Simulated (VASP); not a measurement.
A run of VASP 6.6.1 is set up as follows.

The input INCAR:

```
SYSTEM = PbSe
ALGO = Normal ; EDIFF = 1E-7
ENCUT = 520 ; GGA = PS
ISIF = 2 ; ISMEAR = -1
LASPH = .True. ; LCHARG = .False.
LREAL = .False. ; LWAVE = .False.
NBANDS = 17 ; NELM = 60
PREC = Accurate ; SIGMA = 0.01
```

File KPOINTS:

```
k-points
0
Gamma
  9 9 9
  0 0 0
```

The input POSCAR:

```
PbSe
1.0
    0.0000000000      3.0621500000      3.0009070000
    3.0621500000      0.0000000000      3.0009070000
    3.0621500000      3.0621500000      0.0000000000
Pb Se
1 1
Direct
    0.0000000000      0.0000000000      0.0000000000
    0.5000000000      0.5000000000      0.5000000000
```

Potentials or basis: VASP PAW PBE potentials, release 64 (Pb_d, Se).

Command:

```sh
$ cat potpaw_PBE.64/Pb_d/POTCAR potpaw_PBE.64/Se/POTCAR > POTCAR
$ mpirun -np 1 vasp_std > vasp.out
```

**Question.** Predict the band gap on the k mesh.

**Answer.** 0.62 eV, direct.

**Question.** Estimate the pressure.

**Answer.** 0.6 GPa.

Stress tensor (GPa, compression positive):
```
-0.36  0.00  0.00
 0.00 -0.36  0.00
 0.00  0.00  2.41
```

Caveat: the cell differs from its parent crystal (zz strain of -2 %); the PAW data sets were made with another functional, which shifts forces and pressure a little; spin-orbit coupling is left out, which moves the levels of the heavy elements. A k mesh can miss the band edges.
